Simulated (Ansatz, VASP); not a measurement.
## CuI: VASP beside Ansatz

INCAR

```
SYSTEM = CuI
  ALGO = Normal
  EDIFF = 1E-8
  ENCUT = 520
  ISIF = 2
  ISMEAR = -1
  LASPH = .TRUE.
  LCHARG = .FALSE.
  LEFG = .TRUE.
  LREAL = .FALSE.
  LWAVE = .FALSE.
  NBANDS = 26
  NELM = 80
  PREC = Accurate
  SIGMA = 0.02
```

KPOINTS

```
k-points
0
G
  5 5 6
  0 0 0
```

The input POSCAR:

```
CuI
1.0
    3.7331675900     -3.7110863700      0.0000000000
    3.7331675900      3.7110863700      0.0000000000
    0.0000000000      0.0000000000      4.3069976700
Cu I
2 2
Direct
    0.4204388300      0.5795611700      0.7500000000
    0.5795611700      0.4204388300      0.2500000000
    0.7700426800      0.2299573200      0.7500000000
    0.2299573200      0.7700426800      0.2500000000
```

Input for Ansatz:

```yaml
crystal:
  lattice:
    - [3.73316759, -3.71108637, 0.0]
    - [3.73316759, 3.71108637, 0.0]
    - [0.0, 0.0, 4.30699767]
  atoms:
    - { symbol: Cu, position: [0.42043883, 0.57956117, 0.75] }
    - { symbol: Cu, position: [0.57956117, 0.42043883, 0.25] }
    - { symbol: I, position: [0.77004268, 0.22995732, 0.75] }
    - { symbol: I, position: [0.22995732, 0.77004268, 0.25] }
kpoints:
  mp_grid: { grid: [5, 5, 6] }
  band_path:
    path:
      - [0.0, 0.0, 0.0]
      - [0.5, 0.5, 0.0]
      - [0.4970513089, 0.5029486911, 0.0]
      - [-0.4970513089, 0.4970513089, 0.0]
      - [0.0, 0.0, 0.0]
      - [0.0, 0.0, 0.5]
      - [-0.4970513089, 0.4970513089, 0.5]
      - [0.4970513089, 0.5029486911, 0.5]
      - [0.5, 0.5, 0.5]
    npoints: 8
scf:
  occupations: { method: fermi_dirac, width: 0.02 }
hamiltonian:
  xc: lda
  pseudopotentials: { kind: all_electron, datasets: crystal }
output:
  forces: true
  stress: true
  eigenvalues: true
  efg: { contact_densities: true }
```

Alike in both runs: task electric field gradients; functional LDA; k mesh 5 × 5 × 6; occupations fermi-dirac, width 0.02 eV; no spin polarisation.

```csv
,VASP,Ansatz
version,VASP 6.6.1,Ansatz 0.2.0
potentials or method,"VASP PAW LDA potentials, release 64 (Cu, I), cutoff 520 eV","all-electron PAW with datasets made for the crystal, scalar-relativistic"
```

|  | VASP | Ansatz | Ansatz less VASP |
| --- | --- | --- | --- |
| gap on the k mesh at the Fermi level (eV) | 0.90 | 0.86 | -0.040 |
| pressure (GPa) | -2.9 | -3.0 | -0.10 |
| traceless stress, the component that is largest in VASP (GPa) | 1.76 | 1.86 | +0.107 |
| rms of the force components (eV/Å) | 0.154 | 0.160 | +0.0056 |
| size of Vzz on the site where it differs most (V/Å²) | 57.6 | 41.4 | -16.25 |

LDA's correlation is that of Perdew and Zunger in VASP and of Perdew and Wang (1992) in Ansatz. Atom by atom the forces differ by 0.009 eV/Å (rms over components). Ansatz ran all-electron here, and VASP with PAW potentials.

Neither program's run includes spin-orbit coupling.
